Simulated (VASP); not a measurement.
Write the native input for VASP 6.6.1 that does the following.

- Task: relaxation of cell and atoms
- Functional: PBEsol
- Potentials or basis: VASP PAW PBE potentials, release 64 (K_sv, F)
- Cutoff: 600 eV
- k mesh: 9 × 9 × 9
- Occupations: fermi-dirac, width 0.05 eV
- Spin: no spin polarisation
- Dipole correction: no
- Further INCAR settings: ALGO = Normal; EDIFF = 1e-07; IBRION = 2; EDIFFG = -0.005; NSW = 80; ISIF = 3

The structure of KF (Carobbiite) lies in POSCAR:

```
KF
1.0
    0.0000000000      2.6718500000      2.6718500000
    2.6718500000      0.0000000000      2.6718500000
    2.6718500000      2.6718500000      0.0000000000
K F
1 1
Direct
    0.0000000000      0.0000000000      0.0000000000
    0.5000000000      0.5000000000      0.5000000000
```

The input as run:

INCAR

```
SYSTEM = KF
ALGO     = Normal         ! electronic algorithm
EDIFF    = 1E-7           ! SCF threshold, eV
EDIFFG   = -0.005         ! ionic threshold
ENCUT    = 600            ! plane-wave cutoff, eV
GGA      = PS             ! functional
IBRION   = 2              ! ionic algorithm
ISIF     = 3              ! what is computed and relaxed
ISMEAR   = -1             ! smearing method
LASPH    = .True.         ! aspherical terms in the spheres
LCHARG   = .False.        ! write CHGCAR
LREAL    = .False.        ! projectors in reciprocal space
LWAVE    = .False.        ! write WAVECAR
NELM     = 60             ! most SCF steps
NSW      = 80             ! ionic steps
PREC     = Accurate       ! precision mode
SIGMA    = 0.05           ! smearing width, eV
```

KPOINTS

```
k-points
0
Gamma
  9 9 9
  0 0 0
```

Potentials or basis: VASP PAW PBE potentials, release 64 (K_sv, F).

The run is started by

```console
$ cat potpaw_PBE.64/K_sv/POTCAR potpaw_PBE.64/F/POTCAR > POTCAR
$ mpirun -np 1 vasp_std > vasp.out
```

Results of the run:

```yaml
Relaxed_volume: 18.69 Å³/atom
Relaxed_cell: a = 3.753 Å, b = 3.753 Å, c = 3.753 Å, α = 60.00°, β = 60.00°, γ = 60.00°
Space_group_after_relaxing_to_0.05_Å: Fm-3m (No. 225)
Energy_gained_by_relaxing: 0.8 meV/atom
Ionic_steps: 3
Pressure_after_relaxing: 0.0 GPa
Band_gap_on_the_k_mesh: 6.13 eV, direct
```

Caveat: the PAW data sets were made with another functional, which shifts forces and pressure a little.

Wall time 21 s on 1 thread of Intel(R) Xeon(R) 6975P-C (Granite Rapids), with other jobs on the host, peak memory 0.18 GiB.
